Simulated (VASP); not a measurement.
Input of a VASP 6.6.1 run:

INCAR

```
SYSTEM = Cs
PREC     = Accurate       ! precision mode
ENCUT    = 520            ! plane-wave cutoff, eV
EDIFF    = 1E-6           ! SCF threshold, eV
ISMEAR   = -1             ! smearing method
SIGMA    = 0.1            ! smearing width, eV
LREAL    = .False.        ! projectors in reciprocal space
LASPH    = .True.         ! aspherical terms in the spheres
NELM     = 80             ! most SCF steps
ALGO     = Normal         ! electronic algorithm
ISIF     = 2              ! what is computed and relaxed
LWAVE    = .False.        ! write WAVECAR
LCHARG   = .False.        ! write CHGCAR
GGA      = CA             ! functional
NBANDS   = 10             ! bands
```

Contents of KPOINTS:

```
Automatic mesh
0
Gamma
  8 8 8
  0 0 0
```

Contents of POSCAR:

```
Cs
1.0
    4.3604533378      0.0000000000      0.0000000000
    0.0000000000      4.3604533378      0.0000000000
    0.0000000000      0.0000000000      4.3604533378
Cs
1
Direct
    0.0000000000      0.0000000000      0.0000000000
```

Potentials or basis: VASP PAW LDA potentials, release 64 (Cs_sv).

Command:

```bash
$ cat potpaw_LDA.64/Cs_sv/POTCAR > POTCAR
$ mpirun -np 1 vasp_std > vasp.out
```

Problem. What does it give for the pressure?

Solution. 0.5 GPa.
